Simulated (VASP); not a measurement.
**AlGaN2: single point with r2SCAN**

The system is AlGaN2.

```
Al Ga N
1.0
     3.18799    0.00000    0.00000
     0.00000    3.18799    0.00000
     0.00000    0.00000    4.55655
Al Ga N
1 1 2
Direct
  0.50000 0.50000 0.50000
  0.00000 0.00000 0.00000
  0.50000 0.00000 0.73826
  0.00000 0.50000 0.26174
```

This cell differs from its parent crystal: strain +0.015 along x and y, +0.030 along z.

- Program: VASP 6.6.1
- Task: single point
- Functional: r2SCAN
- Potentials or basis: VASP PAW PBE potentials, release 64 (Al, Ga_d, N_h)
- Cutoff: 910 eV
- k mesh: 8 × 8 × 6
- Occupations: gaussian, width 0.05 eV
- Spin: no spin polarisation

```
Pressure               : -10.9 GPa
Largest force          : 0.026 eV/Å
Band gap on the k mesh : 2.89 eV
```

Forces on the atoms (eV/Å):
```
Al   0.000  0.000  0.000
Ga   0.000  0.000  0.000
N    0.000  0.000  0.026
N    0.000  0.000 -0.026
```

Stress tensor (GPa, compression positive):
```
-10.20   0.00   0.00
  0.00 -10.20   0.00
  0.00   0.00 -12.18
```

Levels at points of the mesh, in eV from the valence-band top:
```
           k point  band 10  band 11  band 12  band 13  band 14  band 15  band 16  band 17
(0.00, 0.00, 0.00)    -2.20    -0.26     0.00     0.00     2.89     4.06     8.14    11.55
(0.50, 0.00, 0.00)    -2.87    -2.85    -0.96    -0.58     7.20     7.56     8.57     8.77
(0.50, 0.50, 0.00)    -2.28    -2.23    -2.23    -2.21     3.76     3.76     6.49     9.16
(0.00, 0.00, 0.50)    -1.49    -1.49    -0.92    -0.92     5.51     5.60     8.17     9.74
(0.50, 0.00, 0.50)    -0.95    -0.91    -0.67    -0.48     5.28     6.80     9.65     9.88
(0.50, 0.50, 0.50)    -3.75    -3.17    -3.04    -3.04     6.53     6.53     8.84    11.10
```

It took 4.4 min on 1 thread of Intel(R) Xeon(R) Platinum 8259CL CPU @ 2.50GHz (Skylake/Cascade Lake), on a shared host, peak memory 0.32 GiB.

Caveat: the cell differs from its parent crystal (strain +0.015 along x and y, +0.030 along z); the cutoff is under 1.25 times the usual one of these potentials, so pressure, stress and relaxed cells hold a basis-set (Pulay) error; the cell stands under tension; the PAW data sets were made with another functional, which shifts forces and pressure a little.
